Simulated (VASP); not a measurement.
A run of VASP 6.6.1:

INCAR

```
SYSTEM = Ti
  ALGO = Normal
  EDIFF = 1E-6
  EDIFFG = -0.01
  ENCUT = 600
  GGA = PS
  IBRION = 2
  ISIF = 3
  ISMEAR = -1
  LASPH = .TRUE.
  LCHARG = .FALSE.
  LREAL = .FALSE.
  LWAVE = .FALSE.
  NELM = 100
  NSW = 80
  PREC = Accurate
  PSTRESS = 100.0
  SIGMA = 0.05
```

File KPOINTS:

```
k-points
0
G
  7 7 10
  0 0 0
```

The input POSCAR:

```
Ti
1.0
    4.6000000000      0.0000000000      0.0000000000
   -2.3000000000      3.9837168574      0.0000000000
    0.0000000000      0.0000000000      2.8200000000
Ti
3
Direct
    0.0000000000      0.0000000000      0.0000000000
    0.3333333333      0.6666666667      0.5000000000
    0.6666666667      0.3333333333      0.5000000000
```

Potentials or basis: VASP PAW PBE potentials, release 64 (Ti_sv).

Command:

```console
$ cat potpaw_PBE.64/Ti_sv/POTCAR > POTCAR
$ mpirun -np 1 vasp_std > vasp.out
```

Hardware: 1 thread of Intel(R) Xeon(R) 6975P-C (Granite Rapids), on a shared host.

How long does it take, and how much memory?

It took 3.8 min on 1 thread of Intel(R) Xeon(R) 6975P-C (Granite Rapids), on a shared host, peak memory 0.23 GiB. Counts: scf iterations 94, k points 48, ion steps 9.
